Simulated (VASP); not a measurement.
A run of VASP 6.6.1 is set up as follows.

The input POSCAR:

```
Nb
1.0
   -1.6639500000      1.6639500000      1.6639500000
    1.6639500000     -1.6639500000      1.6639500000
    1.6639500000      1.6639500000     -1.6639500000
Nb
1
Direct
    0.0000000000      0.0000000000      0.0000000000
```

File INCAR.step1:

```
SYSTEM = Nb
PREC     = Accurate       ! precision mode
ENCUT    = 550            ! plane-wave cutoff, eV
ISMEAR   = -1             ! smearing method
SIGMA    = 0.003          ! smearing width, eV
LREAL    = .False.        ! projectors in reciprocal space
LASPH    = .True.         ! aspherical terms in the spheres
NELM     = 120            ! most SCF steps
NBANDS   = 12             ! bands
GGA      = PE             ! functional
ALGO     = Normal         ! electronic algorithm
EDIFF    = 1E-5           ! SCF threshold, eV
LWAVE    = .True.         ! write WAVECAR
LCHARG   = .False.        ! write CHGCAR
GGA_COMPAT= .False.
```

The input INCAR.step2:

```
SYSTEM = Nb
PREC     = Accurate       ! precision mode
ENCUT    = 550            ! plane-wave cutoff, eV
EDIFF    = 1E-6           ! SCF threshold, eV
ISMEAR   = -1             ! smearing method
SIGMA    = 0.003          ! smearing width, eV
LREAL    = .False.        ! projectors in reciprocal space
LASPH    = .True.         ! aspherical terms in the spheres
NELM     = 120            ! most SCF steps
ALGO     = Normal         ! electronic algorithm
ISIF     = 2              ! what is computed and relaxed
LWAVE    = .False.        ! write WAVECAR
LCHARG   = .True.         ! write CHGCAR
METAGGA  = R2SCAN         ! meta-GGA
LMIXTAU  = .True.       
LELF     = .True.         ! ELF
LVHAR    = .True.       
NBANDS   = 12             ! bands
ISTART   = 1            
GGA_COMPAT= .False.
```

The input KPOINTS:

```
Automatic mesh
0
Gamma
  10 10 10
  0 0 0
```

Potentials or basis: VASP PAW PBE potentials, release 64 (Nb_sv).

Run with:

```bash
$ cat potpaw_PBE.64/Nb_sv/POTCAR > POTCAR
$ cp INCAR.step1 INCAR
$ mpirun -np 1 vasp_std > vasp.out
$ cp INCAR.step2 INCAR
$ mpirun -np 1 vasp_std > vasp.out
```

Question: What does it give for the pressure?

Answer: -3.9 GPa.

Caveat: the PAW data sets were made with another functional, which shifts forces and pressure a little.
